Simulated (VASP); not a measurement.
A run of VASP 6.6.1 is set up as follows.

The input POSCAR:

```
Mo
1.0
   -1.5764210372      1.5764210372      1.5764210372
    1.5764210372     -1.5764210372      1.5764210372
    1.5764210372      1.5764210372     -1.5764210372
Mo
1
Direct
    0.0000000000      0.0000000000      0.0000000000
```

Contents of INCAR.step1:

```
PREC = Accurate
ENCUT = 520
ISMEAR = -1
SIGMA = 0.3
LREAL = F
LASPH = T
NELM = 80
NBANDS = 13
GGA = PE
ALGO = Normal
EDIFF = 1E-4
LWAVE = T
LCHARG = F
```

INCAR.step2

```
PREC = Accurate
ENCUT = 520
EDIFF = 1E-6
ISMEAR = -1
SIGMA = 0.3
LREAL = F
LASPH = T
NELM = 80
ALGO = Normal
ISIF = 2
LWAVE = F
LCHARG = F
METAGGA = R2SCAN
LMIXTAU = T
NBANDS = 13
ISTART = 1
```

Contents of KPOINTS:

```
Automatic mesh
0
Gamma
  14 14 14
```

Potentials or basis: VASP PAW PBE potentials, release 64 (Mo_sv).

Launch:

```bash
$ cat potpaw_PBE.64/Mo_sv/POTCAR > POTCAR
$ cp INCAR.step1 INCAR
$ mpirun -np 1 vasp_std > vasp.out
$ cp INCAR.step2 INCAR
$ mpirun -np 1 vasp_std > vasp.out
```

(1) Predict the band gap on the k mesh.

(2) Predict the pressure.

Results:

(1) zero (band 7 reaches 16.65 eV, above the bottom of band 8 at 11.10 eV).

(2) 1.3 GPa.

Caveat: the PAW data sets were made with another functional, which shifts forces and pressure a little.
